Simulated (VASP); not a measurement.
Set up this calculation in VASP 6.6.1, as the native input.

| Property | Result |
| --- | --- |
| Task | single point |
| Functional | PBE |
| Potentials or basis | VASP PAW PBE potentials, release 64 (Ru_sv) |
| Cutoff | 560 eV |
| k mesh | 17 × 17 × 15 |
| Occupations | fermi-dirac, width 0.05 eV |
| Spin | no spin polarisation |
| Dipole correction | no |
| Further INCAR settings | ALGO = Normal; EDIFF = 1e-06; NBANDS = 14 |

The structure of Ru lies in POSCAR:

```
Ru
1.0
    2.1715152854      0.0000000000      0.0000000000
   -1.0857576427      1.8805874019      0.0000000000
    0.0000000000      0.0000000000      2.0256949314
Ru
1
Direct
    0.0000000000      0.0000000000      0.0000000000
```

This isn't the form of Ru at room conditions, which is hcp.

One way to write it, as run:

INCAR

```
PREC     = Accurate       # precision mode
ENCUT    = 560            # plane-wave cutoff, eV
EDIFF    = 1E-6           # SCF threshold, eV
ISMEAR   = -1             # smearing method
SIGMA    = 0.05           # smearing width, eV
LREAL    = False          # projectors in reciprocal space
LASPH    = True           # aspherical terms in the spheres
NELM     = 120            # most SCF steps
ALGO     = Normal         # electronic algorithm
ISIF     = 2              # what is computed and relaxed
LWAVE    = False          # write WAVECAR
LCHARG   = False          # write CHGCAR
GGA      = PE             # functional
NBANDS   = 14             # bands
GGA_COMPAT= False
```

KPOINTS

```
regular mesh
0
Gamma
  17 17 15
```

Potentials or basis: VASP PAW PBE potentials, release 64 (Ru_sv).

The run is started by

```sh
$ cat potpaw_PBE.64/Ru_sv/POTCAR > POTCAR
$ mpirun -np 1 vasp_std > vasp.out
```

Results of the run:

```json
{
  "Pressure": "569.2 GPa",
  "Band gap on the k mesh": "zero (bands 8 and 9 overlap by 8.30 eV)"
}
```

Caveat: atoms lie so close that the PAW spheres overlap strongly, which falsifies energies and pressures; the cell stands under pressure.

Run time: 12 s on 1 thread of AMD EPYC 9R45 96-Core Processor (Zen 5) (shared host), peak memory 0.11 GiB.
